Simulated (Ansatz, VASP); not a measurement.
## Two plane-wave programs on C

```
C
1.0
     2.46125    0.00000    0.00000
    -1.23062    2.13150    0.00000
     0.00000    0.00000    4.19803
C
4
Direct
  0.33333 0.66667 0.99980
  0.66667 0.33333 0.49980
  0.33333 0.66667 0.37420
  0.66667 0.33333 0.87420
```

Change from the starting cell: strained cell.

Alike in both runs: task relaxation of the atoms; functional PBEsol; k mesh 9 × 9 × 6; occupations gaussian, width 0.02 eV; no spin polarisation.

|  | VASP | Ansatz |
| --- | --- | --- |
| version | VASP 6.6.1 | Ansatz 0.2.0 |
| potentials or method | VASP PAW PBE potentials, release 64 (C), cutoff 520 eV | scalar-relativistic, plane waves, PAW |
| valence electrons in the cell | 16 | 16 |

|  | VASP | Ansatz | Ansatz less VASP |
| --- | --- | --- | --- |
| gap on the k mesh at the Fermi level, each at its own relaxed structure (eV) | 2.89 | 2.92 | +0.028 |

VASP's potentials were made for PBE, not for PBEsol, and Ansatz warns of the same on its side. Ansatz's warnings: stress scf threshold loose.
